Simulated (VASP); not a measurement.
InRh:

```
In Rh
1.0
     3.19600    0.00000    0.00000
     0.00000    3.19600    0.00000
     0.00000    0.00000    3.19600
In Rh
1 1
Cartesian
  1.5980 1.5980 1.5980
  0.0000 0.0000 0.0000
```

Base run:

```yaml
Program: VASP 6.6.1
Functional: LDA
Potentials_or_basis: VASP PAW LDA potentials, release 64 (In_d, Rh_pv)
Cutoff: 520 eV
k_mesh: 9 × 9 × 9
Occupations: fermi-dirac, width 0.15 eV
Spin: no spin polarisation
```

Its results: band gap on the k mesh zero (band 14 reaches 12.38 eV, above the bottom of band 15 at 10.99 eV); pressure -5.1 GPa.

After a change of settings the same cell gave: band gap on the k mesh zero (band 14 reaches 11.66 eV, above the bottom of band 15 at 10.30 eV); pressure -2.8 GPa. Which change was it?
A. k mesh from 9 × 9 × 9 to 2 × 2 × 2
B. k mesh from 9 × 9 × 9 to 6 × 6 × 6
C. k mesh from 9 × 9 × 9 to 7 × 7 × 7
D. k mesh from 9 × 9 × 9 to 3 × 3 × 3; further incar settings from ALGO = Normal; EDIFF = 1e-06; NBANDS = 21 to ALGO = Normal; EDIFF = 1e-07; NBANDS = 21

A.

Caveats: some runs use coarse meshes; spin-orbit coupling is left out, which moves the levels of the heavy elements.
